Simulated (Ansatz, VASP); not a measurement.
Two plane-wave programs on EuS

File POSCAR:

```
EuS
1.0
    0.0000000000      2.9785000000      2.9785000000
    2.9785000000      0.0000000000      2.9785000000
    2.9785000000      2.9785000000      0.0000000000
Eu S
1 1
Direct
    0.0000000000      0.0000000000      0.0000000000
    0.5000000000      0.5000000000      0.5000000000
```

The input INCAR.step1:

```
SYSTEM = EuS
PREC = Accurate
ENCUT = 520
EDIFF = 1E-5
ISMEAR = -1
SIGMA = 0.05
LREAL = .FALSE.
LASPH = .TRUE.
NELM = 200
ALGO = Normal
ISIF = 2
LWAVE = .TRUE.
LCHARG = .FALSE.
ISPIN = 2
MAGMOM = 7 0
LORBIT = 11
LMAXMIX = 6
NBANDS = 22
GGA = PE
GGA_COMPAT = .FALSE.
```

File INCAR.step2:

```
SYSTEM = EuS
PREC = Accurate
ENCUT = 520
EDIFF = 1E-6
ISMEAR = -1
SIGMA = 0.05
LREAL = .FALSE.
LASPH = .TRUE.
NELM = 200
ALGO = Normal
ISIF = 2
LWAVE = .FALSE.
LCHARG = .FALSE.
ISPIN = 2
MAGMOM = 7 0
LORBIT = 11
LMAXMIX = 6
GGA = B3
LHFCALC = .TRUE.
AEXX = 0.2
AGGAX = 0.72
AGGAC = 0.81
ALDAC = 0.19
PRECFOCK = Normal
NBANDS = 22
ISTART = 1
GGA_COMPAT = .FALSE.
```

The input KPOINTS:

```
Automatic mesh
0
G
  4 4 4
  0 0 0
```

The input input.yaml:

```yaml
crystal:
  lattice:
    - [0.0, 2.9785, 2.9785]
    - [2.9785, 0.0, 2.9785]
    - [2.9785, 2.9785, 0.0]
  atoms:
    - { symbol: Eu, position: [0.0, 0.0, 0.0], spin: 7.0 }
    - { symbol: S, position: [0.5, 0.5, 0.5] }
hamiltonian:
  xc: b3lyp
  pseudopotentials: { kind: paw }
magnetization:
  spin_polarized: true
kpoints:
  mp_grid: { grid: [4, 4, 4] }
  band_path:
    path:
      - [[0.0, 0.0, 0.0], [0.5, 0.0, 0.5], [0.5, 0.25, 0.75], [0.375, 0.375, 0.75], [0.0, 0.0, 0.0], [0.5, 0.5, 0.5], [0.625, 0.25, 0.625], [0.5, 0.25, 0.75], [0.5, 0.5, 0.5], [0.375, 0.375, 0.75]]
      - [[0.625, 0.25, 0.625], [0.5, 0.0, 0.5]]
    npoints: 4
scf:
  occupations: { method: fermi_dirac, width: 0.05 }
  n_extra_bands: 6
output:
  forces: true
  stress: true
  eigenvalues: true
  fatbands: false
```

Alike in both runs: functional B3LYP; k mesh 4 × 4 × 4; occupations fermi-dirac, width 0.05 eV; collinear spin.

|  | VASP | Ansatz |
| --- | --- | --- |
| version | VASP 6.6.1 | Ansatz 0.2.0 |
| potentials or method | VASP PAW PBE potentials, release 64 (Eu, S) | Ansatz PAW |
| plane-wave cutoff (eV) | 520 | 420 |
| valence electrons in the cell | 23 | 23 |
| task | single point | band structure |

Ansatz gave:

```
gap on the k mesh at the Fermi level (eV)                     : 1.04
least direct gap on the mesh (eV)                             : 1.26
pressure (GPa)                                                : 2.7
net moment per atom (μB)                                      : 3.50
size of the moment on the site where the two differ most (μB) : 6.88
```

Question: Estimate VASP's values.

Answer: gap on the k mesh at the Fermi level (eV): 0.92; least direct gap on the mesh (eV): 1.12; pressure (GPa): 2.1; net moment per atom (μB): 3.50; size of the moment on the site where the two differ most (μB): 6.72.

VASP's potentials were made for PBE, not for B3LYP. Site moments also hang on the region over which each program counts them. With one functional, cell and mesh, what is left measures potentials, basis and numerics.

The k mesh is coarse, so the values compare programs but aren't converged. Spin-orbit coupling is off throughout. Noted on Ansatz's run: the magnetic or orbital state may not be the lowest.
